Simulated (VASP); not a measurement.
Crystal: Mg.

```xyz
1
Lattice="-1.8360 1.8360 1.6794 1.8360 -1.8360 1.6794 1.8360 1.8360 -1.6794" Properties=species:S:1:pos:R:3 pbc="T T T"
Mg    0.0000    0.0000    0.0000
```

Base run:

```yaml
Program: VASP 6.6.1
Functional: PBE
Potentials_or_basis: VASP PAW PBE potentials, release 64 (Mg)
Cutoff: 500 eV
k_mesh: 4 × 4 × 4, shifted
Occupations: gaussian, width 0.1 eV
Spin: no spin polarisation
```

Its results: pressure 0.4 GPa.

Q: The run is repeated on the same cell with these changes: k mesh from 4 × 4 × 4, shifted to 5 × 1 × 4, shifted. What comes out?

A: Pressure -0.7 GPa.
